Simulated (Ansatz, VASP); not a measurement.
Sc in VASP and in Ansatz

```
Sc
1.0
     2.32913    0.00000    0.00000
    -1.16456    2.01708    0.00000
     0.00000    0.00000    4.12572
Sc
2
Cartesian
  0.0000 1.3447 1.0314
  1.1646 0.6724 3.0943
```

Change from the starting cell: volume scaled by 0.43, LAPW.

Alike in both runs: task single point; functional LDA; k mesh 15 × 15 × 8; occupations fermi-dirac, width 0.05 eV; no spin polarisation.

|  | VASP | Ansatz |
| --- | --- | --- |
| version | VASP 6.6.1 | Ansatz 0.2.0 |
| potentials or method | VASP PAW LDA potentials, release 64 (Sc_sv), cutoff 520 eV | all-electron LAPW, scalar-relativistic |

|  | VASP | Ansatz | Ansatz less VASP |
| --- | --- | --- | --- |
| pressure (GPa) | 157.7 | 152.4 | -5.30 |
| traceless stress, the component that is largest in VASP (GPa) | -1.21 | -0.31 | +0.903 |

LDA's correlation is that of Perdew and Zunger in VASP and of Perdew and Wang (1992) in Ansatz. Both programs put the cell under a high pressure, so it lies far from rest at this level. Ansatz ran all-electron here, and VASP with PAW potentials.

Noted on VASP's run: the cell as given lies far from equilibrium.
